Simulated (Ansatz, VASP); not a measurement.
**Two plane-wave programs on I**

```xyz
4
Lattice="5.8350 0.0000 0.0000 0.0000 5.8350 0.0000 0.0000 0.0000 8.8387" Properties=species:S:1:pos:R:3 pbc="T T T"
I     0.0000    1.4582    4.4193
I     0.0000    4.3768    4.4193
I     1.4582    0.0000    0.0000
I     4.3768    0.0000    0.0000
```

Alike in both runs: functional PBE; k mesh 8 × 8 × 6; occupations gaussian, width 0.1 eV; no spin polarisation.

Ansatz relaxed the structure, and its values are those at the end. VASP's run is a single point on that final structure, the one shown.

|  | VASP | Ansatz |
| --- | --- | --- |
| version | VASP 6.6.1 | Ansatz 0.2.0 |
| potentials or method | VASP PAW PBE potentials, release 64 (I), cutoff 520 eV | scalar-relativistic, plane waves, PAW |
| valence electrons in the cell | 28 | 68 |

```csv
,VASP,Ansatz,Ansatz less VASP
gap on the k mesh at the Fermi level (eV),none,none,-
pressure (GPa),0.0,0.0,+0.03
```

A gap of «none» marks a metal or a gap that the smearing closes. The functional is the same, so the differences come from potentials, cutoffs and numerics. VASP's potentials hold 28 valence electrons a cell and Ansatz's 68, so a difference there can come from the potentials and not from the codes.

Spin-orbit coupling is off throughout.
